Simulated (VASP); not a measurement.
# C21O in VASP: further runs

Runs on C21O. Level: PBE+D3(BJ). Tasks: single point.

All numbers are computed with VASP 6.6.1; they aren't measurements. Logs are shortened: lines on timing, memory, paths and dates and some standing lists are left out, and cuts for length are marked.

### 1 The cell of the first run

The cell holds a slab with vacuum, 22 atoms: a = 5.030 Å, b = 3.557 Å, c = 23.825 Å, α = 90.00°, β = 90.00°, γ = 90.00°.

### 2 Single point, PBE+D3(BJ)

The input, INCAR:

```
SYSTEM = C21O
PREC = Accurate
ENCUT = 520
EDIFF = 1E-7
ISMEAR = 0
SIGMA = 0.05
LREAL = Auto
LASPH = .True.
NELM = 100
ALGO = Normal
ISIF = 2
LWAVE = .False.
LCHARG = .False.
LDIPOL = .True.
IDIPOL = 3
DIPOL = 0.5 0.5 0.295
GGA = PE
IVDW = 12
NBANDS = 62
```

The input, KPOINTS:

```
regular mesh
0
Gamma
  5 8 1
  0 0 0
```

The input, POSCAR:

```
C21O
1.0
    5.0304222913      0.0000000000      0.0000000000
    0.0000000000      3.5570457144      0.0000000000
    0.0000000000      0.0000000000     23.8251416051
C O
21 1
Direct
    0.2500000000      0.0000000000      0.1678898731
    0.7500000000      0.0000000000      0.1678898731
    0.0000000000      0.2500000000      0.1678898731
    0.5000000000      0.2500000000      0.1678898731
    0.0000000000      0.5000000000      0.2206746831
    0.5000000000      0.5000000000      0.2206746831
    0.2500000000      0.7500000000      0.2206746831
    0.7500000000      0.7500000000      0.2206746831
    0.2500000000      0.0023818432      0.2733210081
    0.7500000000      0.0023818432      0.2733210081
    0.0000000000      0.2476181568      0.2733210081
    0.5000000000      0.2476181568      0.2733210081
    0.0000000000      0.5094747646      0.3275705903
    0.5000000000      0.5094747646      0.3275705903
    0.2500000000      0.7405252354      0.3275705903
    0.7500000000      0.7405252354      0.3275705903
    0.2500000000      0.0286707501      0.3725115994
    0.7500000000      0.0286707501      0.3725115994
    0.0000000000      0.2213292499      0.3725115994
    0.5000000000      0.2213292499      0.3725115994
    0.2500000000      0.2786707501      0.5425000959
    0.2500000000      0.2786707501      0.4942317574
```

Potentials or basis: VASP PAW PBE potentials, release 64 (C, O).

The run is started by

```bash
$ cat potpaw_PBE.64/C/POTCAR potpaw_PBE.64/O/POTCAR > POTCAR
$ mpirun -np 1 vasp_std > vasp.out
```

OUTCAR:

```text
SYSTEM = C21O
   PREC = Accurate
   ENCUT = 520
   EDIFF = 1E-7
   ISMEAR = 0
   LREAL = Auto
   LASPH = .True.
   NELM = 100
   ISIF = 2
   GGA = PE
   IVDW = 12
 IVDW          = 12

 ion  position               nearest neighbor table
   1  0.250  0.000  0.168-   3 1.54   4 1.54   7 1.54
   2  0.750  0.000  0.168-   3 1.54   4 1.54   8 1.54
   3  0.000  0.250  0.168-   1 1.54   2 1.54   5 1.54
   4  0.500  0.250  0.168-   1 1.54   2 1.54   6 1.54
   5  0.000  0.500  0.221-   7 1.54   8 1.54   3 1.54  11 1.54
   6  0.500  0.500  0.221-   7 1.54   8 1.54   4 1.54  12 1.54
   7  0.250  0.750  0.221-   5 1.54   6 1.54   1 1.54   9 1.54
   8  0.750  0.750  0.221-   5 1.54   6 1.54   2 1.54  10 1.54
   9  0.250  0.002  0.273-  11 1.53  12 1.53   7 1.54  15 1.59
  10  0.750  0.002  0.273-  11 1.53  12 1.53   8 1.54  16 1.59
  11  0.000  0.248  0.273-   9 1.53  10 1.53   5 1.54  13 1.59
  12  0.500  0.248  0.273-   9 1.53  10 1.53   6 1.54  14 1.59
  13  0.000  0.509  0.328-  19 1.48  16 1.50  15 1.50  11 1.59
  14  0.500  0.509  0.328-  20 1.48  16 1.50  15 1.50  12 1.59
  15  0.250  0.741  0.328-  17 1.48  14 1.50  13 1.50   9 1.59
  16  0.750  0.741  0.328-  18 1.48  14 1.50  13 1.50  10 1.59
  17  0.250  0.029  0.373-  19 1.43  20 1.43  15 1.48
  18  0.750  0.029  0.373-  19 1.43  20 1.43  16 1.48
  19  0.000  0.221  0.373-  17 1.43  18 1.43  13 1.48
  20  0.500  0.221  0.373-  17 1.43  18 1.43  14 1.48
  21  0.250  0.279  0.543-  22 1.15
  22  0.250  0.279  0.494-  21 1.15

  LATTYP: Found a simple orthorhombic cell.
 ALAT       =     3.5570457144
 B/A-ratio  =     1.4142135624
 C/A-ratio  =     6.6980138908

  Lattice vectors:

 A1 = (   0.0000000000,  -3.5570457144,   0.0000000000)
 A2 = (   5.0304222913,   0.0000000000,   0.0000000000)
 A3 = (   0.0000000000,   0.0000000000,  23.8251416051)

Analysis of symmetry for initial positions (statically):
=====================================================================
 Subroutine PRICEL returns:
 Original cell was already a primitive cell.

 Routine SETGRP: Setting up the symmetry group for a
 simple orthorhombic supercell.

 Subroutine GETGRP returns: Found  2 space group operations
 (whereof  1 operations were pure point group operations)
 out of a pool of  8 trial point group operations.

The static configuration has the point symmetry C_1 .
 The point group associated with its full space group is C_1h.

Analysis of symmetry for dynamics (positions and initial velocities):
=====================================================================
 Subroutine PRICEL returns:
 Original cell was already a primitive cell.
[... 154 lines left out ...]
   ISMEAR =     0;   SIGMA  =   0.05  broadening in eV -4-tet -1-fermi 0-gaus
   EFERMI_NEDOS =   21; number of points for ismear=-14 and -15
   IALGO  =     38    algorithm
   IMIX   =      4    mixing-type and parameters
     AMIX     =   0.40;   BMIX     =  1.00
     AMIX_MAG =   1.60;   BMIX_MAG =  1.00
  volume/ion in A,a.u.               =      19.38       130.77
  Fermi-wavevector in a.u.,A,eV,Ry     =   0.974793  1.842092 12.928555  0.950222
  Thomas-Fermi vector in A             =   2.105281
   LORBIT       =      0    0 simple, 1 ext, 2 COOP (PROOUT), +10 PAW based schemes
   GGA     = PE    functional components
   LHFCALC =     F    Hartree Fock is set to
   AEXX    =    0.0000 exact exchange contribution
   IVDW    =    12    specifies the selected vdW correction
   LEPSILON=     F    determine dielectric tensor
   LRPA    =     F    only Hartree local field effects (RPA)
 non-spin polarized calculation
 Gauss-broadening in eV      SIGMA  =   0.05
  energy-cutoff  :      520.00
  volume of cell :      426.31
 maximum number of plane-waves:     11543
 NGX is ok and might be reduce to    40
   NGX = 19   NGY = 13   NGZ = 89

 dipolmoment           0.000000      0.000000      0.114392 electrons x Angstroem

 number of electron      90.0000002 magnetization

 dipolmoment           0.000000      0.000000     -0.040650 electrons x Angstroem

 Free energy of the ion-electron system (eV)
  ---------------------------------------------------
  ext. energy  EPLUGINS =         0.00000000
  ---------------------------------------------------
  free energy    TOTEN  =      -183.27125558 eV

  energy without entropy =     -183.26622862  energy(sigma->0) =     -183.26874210

 E-fermi :  -1.1729     XC(G=0):  -5.0590

 val. band max:       -1.1868402125   @ k =   0.4000   0.5000   0.0000
 cond. band min:      -1.1288273490   @ k =   0.4000   0.5000   0.0000
 fundamental gap:      0.0580128635
 Fermi energy:        -1.1729184521

 k-point     1 :       0.0000    0.0000    0.0000
  band No.  band energies     occupation
      1     -25.1934      2.00000
      2     -22.6887      2.00000
      3     -20.8157      2.00000
      4     -18.2420      2.00000
      5     -18.2419      2.00000
      6     -17.7785      2.00000
[... 889 lines left out ...]
     56       6.7639      0.00000
     57       7.0264      0.00000
 [bands above 57 left out]

------------------------ aborting loop because EDIFF is reached ----------------------------------------

 vacuum level on the upper side and lower side of the slab       (xc-potential included)        -0.239         0.168

 Edisp (eV)   -3.12919

 E8    (eV) :    -0.9364

  FORCE on cell =-STRESS in cart. coord.  units (eV):
  Direction    XX          YY          ZZ          XY          YZ          ZX
  --------------------------------------------------------------------------------------
  -------------------------------------------------------------------------------------
  Total      -8.22333    11.25265    -4.82573     0.00000     0.13412     0.00000
  in kB     -30.90500    42.28985   -18.13612     0.00000     0.50404     0.00000
  external pressure =       -2.25 kB  Pullay stress =        0.00 kB

 VOLUME and BASIS-vectors are now :
 -----------------------------------------------------------------------------
  energy-cutoff  :      520.00
  volume of cell :      426.31
      direct lattice vectors                 reciprocal lattice vectors
     5.030422291  0.000000000  0.000000000     0.198790468  0.000000000  0.000000000
     0.000000000  3.557045714  0.000000000     0.000000000  0.281132175  0.000000000
     0.000000000  0.000000000 23.825141605     0.000000000  0.000000000  0.041972468

 POSITION                                       TOTAL-FORCE (eV/Angst)
 -----------------------------------------------------------------------------------
      1.25761      0.00000      4.00000         0.000000      4.257728      0.938508
      3.77282      0.00000      4.00000         0.000000      4.259793      0.939969
      0.00000      0.88926      4.00000        -0.002241     -4.259224      0.937824
      2.51521      0.88926      4.00000         0.002241     -4.259224      0.937824
      0.00000      1.77852      5.25761        -0.001149      1.062212     -0.969361
      2.51521      1.77852      5.25761         0.001149      1.062212     -0.969361
[... 14 lines left out ...]
      1.25761      0.99124     12.92514         0.000000     -0.008673     -0.692182
      1.25761      0.99124     11.77514         0.000000      0.062222      0.871718
 -----------------------------------------------------------------------------------
    total drift:                                0.000000     -0.001555      0.035658

  FREE ENERGIE OF THE ION-ELECTRON SYSTEM (eV)
  ---------------------------------------------------
  free  energy   TOTEN  =      -186.4004435547 eV

  energy  without entropy=     -186.3954165922  energy(sigma->0) =     -186.39793007

 vacuum level on the upper side and lower side of the slab         4.430         4.843
```

stdout:

```text
POSCAR found type information on POSCAR C O
 POSCAR found :  2 types and      22 ions
 scaLAPACK will be used
 LDA part: xc-table for (Slater+PW92), standard interpolation
 POSCAR, INCAR and KPOINTS ok, starting setup
 FFT: planning ... GRIDC
 FFT: planning ... GRID_SOFT
 FFT: planning ... GRID
 WAVECAR not read
 entering main loop
```

It took 18 min on 1 thread of Intel Xeon Platinum 8375C at 2.90GHz (Ice Lake), shared host; peak memory 0.6 GiB.

What came out:

| Quantity | Value |
| --- | --- |
| Free energy | -186.4004 eV |
| Largest force | 4.362 eV/Å |
| Band gap on the k mesh | zero (bands 45 and 46 overlap by 0.02 eV) |
| Dispersion energy per atom | -0.142 eV |

Forces on the atoms (eV/Å):
```
C    0.000  4.258  0.939
C    0.000  4.260  0.940
C   -0.002 -4.259  0.938
C    0.002 -4.259  0.938
C   -0.001  1.062 -0.969
C    0.001  1.062 -0.969
C    0.000 -1.063 -0.960
C    0.000 -1.059 -0.976
C    0.000 -0.011 -0.011
C    0.000 -0.009  0.023
C    0.001  0.009  0.006
C   -0.001  0.009  0.006
C    0.008  0.002 -0.013
C   -0.008  0.002 -0.013
C    0.000  0.029 -0.009
C    0.000 -0.016 -0.030
C    0.000 -0.041 -0.057
C    0.000 -0.001  0.077
C   -0.018 -0.015 -0.020
C    0.018 -0.015 -0.020
C    0.000 -0.009 -0.692
O    0.000  0.062  0.872
```

(Continued in part 2 of 2.)

The gap in the log of VASP goes by the Fermi energy; the results here count the filled bands.